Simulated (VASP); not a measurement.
Input of a VASP 6.6.1 run:

INCAR

```
SYSTEM = Si2N
PREC = Accurate
ENCUT = 520
EDIFF = 1E-6
ISMEAR = 0
SIGMA = 0.1
LREAL = .False.
LASPH = .True.
NELM = 100
ALGO = Normal
ISIF = 2
LWAVE = .False.
LCHARG = .False.
GGA = PE
NBANDS = 14
```

KPOINTS

```
regular mesh
0
Gamma
  6 6 6
  0 0 0
```

POSCAR

```
Si2N
1.0
    1.9963907400     -2.7230133800      0.0000000000
    1.9963907400      2.7230133800      0.0000000000
    0.0000000000      0.0000000000      3.3380878300
Si N
2 1
Direct
    0.1030810500      0.8969189500      0.5000000000
    0.8969189500      0.1030810500      0.5000000000
    0.5000000000      0.5000000000      0.0000000000
```

Potentials or basis: VASP PAW PBE potentials, release 64 (Si, N).

Launch:

```console
$ cat potpaw_PBE.64/Si/POTCAR potpaw_PBE.64/N/POTCAR > POTCAR
$ mpirun -np 1 vasp_std > vasp.out
```

**Question.** Predict the pressure.

**Answer.** 212.3 GPa.

**Question.** Estimate the largest force.

**Answer.** 129.296 eV/Å.

Forces in eV/Å, atoms in the order of the input:
```
Si     0.000 -129.296    0.000
Si     0.000  129.296    0.000
N      0.000    0.000    0.000
```

Caveat: forces of over 1 eV/Å act on the atoms, so gaps and moduli don't describe the material at rest.
